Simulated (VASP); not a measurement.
Wanted: the native input for a VASP 6.6.1 run.

```yaml
Task: relaxation of shape and atoms at fixed volume
Functional: r2SCAN
Potentials_or_basis: VASP PAW PBE potentials, release 64 (Sn_d, S)
Cutoff: 550 eV
k_mesh: 12 × 12 × 6
Occupations: gaussian, width 0.02 eV
Spin: no spin polarisation
Dipole_correction: no
Further_INCAR_settings: ALGO = Normal; EDIFF = 1e-07; IBRION = 2; EDIFFG = -0.01; NSW = 50; ISIF = 4
```

The system is SnS2.

```
Sn S
1.0
     3.70968    0.00000    0.00000
    -1.85484    3.21267    0.00000
     0.00000    0.00000    6.32677
Sn S
1 2
Direct
  0.00000 0.00000 0.00000
  0.33333 0.66667 0.23337
  0.66667 0.33333 0.76663
```

One way to write it, as run:

POSCAR

```
SnS2
1.0
    3.7096763998      0.0000000000      0.0000000000
   -1.8548381999      3.2126740021      0.0000000000
    0.0000000000      0.0000000000      6.3267748552
Sn S
1 2
Direct
    0.0000000000      0.0000000000      0.0000000000
    0.3333333333      0.6666666667      0.2333701593
    0.6666666667      0.3333333333      0.7666298407
```

INCAR.step1

```
SYSTEM = SnS2
PREC     = Accurate       ! precision mode
ENCUT    = 550            ! plane-wave cutoff, eV
ISMEAR   = 0              ! smearing method
SIGMA    = 0.02           ! smearing width, eV
LREAL    = .FALSE.        ! projectors in reciprocal space
LASPH    = .TRUE.         ! aspherical terms in the spheres
NELM     = 120            ! most SCF steps
GGA      = PE             ! functional
ALGO     = Normal         ! electronic algorithm
EDIFF    = 1E-5           ! SCF threshold, eV
LWAVE    = .TRUE.         ! write WAVECAR
LCHARG   = .FALSE.        ! write CHGCAR
GGA_COMPAT= .FALSE.      
IBRION   = 2              ! ionic algorithm
ISIF     = 3              ! what is computed and relaxed
EDIFFG   = -0.005         ! ionic threshold
NELMIN   = 4            
NSW      = 100            ! ionic steps
```

INCAR.step2

```
SYSTEM = SnS2
PREC     = Accurate       ! precision mode
ENCUT    = 550            ! plane-wave cutoff, eV
EDIFF    = 1E-7           ! SCF threshold, eV
ISMEAR   = 0              ! smearing method
SIGMA    = 0.02           ! smearing width, eV
LREAL    = .FALSE.        ! projectors in reciprocal space
LASPH    = .TRUE.         ! aspherical terms in the spheres
NELM     = 120            ! most SCF steps
ALGO     = Normal         ! electronic algorithm
ISIF     = 4              ! what is computed and relaxed
LWAVE    = .FALSE.        ! write WAVECAR
LCHARG   = .FALSE.        ! write CHGCAR
METAGGA  = R2SCAN         ! meta-GGA
LMIXTAU  = .TRUE.       
IBRION   = 2              ! ionic algorithm
NSW      = 50             ! ionic steps
EDIFFG   = -0.01          ! ionic threshold
ISTART   = 1            
GGA_COMPAT= .FALSE.      
NELMIN   = 4
```

KPOINTS

```
Automatic mesh
0
G
  12 12 6
  0 0 0
```

Potentials or basis: VASP PAW PBE potentials, release 64 (Sn_d, S).

Run with:

```sh
$ cat potpaw_PBE.64/Sn_d/POTCAR potpaw_PBE.64/S/POTCAR > POTCAR
$ cp INCAR.step1 INCAR
$ mpirun -np 1 vasp_std > vasp.out
$ cp INCAR.step2 INCAR
$ mpirun -np 1 vasp_std > vasp.out
```

It gave:

```yaml
Energy_gained_by_relaxing: 4.4 meV/atom
Ionic_steps: 6
Pressure_after_relaxing: -0.3 GPa
Largest_force_after_relaxing: 0.004 eV/Å
Band_gap_on_the_k_mesh: 1.92 eV (least direct gap 2.21 eV)
```

Caveat: the PAW data sets were made with another functional, which shifts forces and pressure a little; spin-orbit coupling is left out, which moves the levels of the heavy elements.

It took 2.7 h on 1 thread of Intel Xeon 8259CL, on a shared host, peak memory 0.27 GiB.
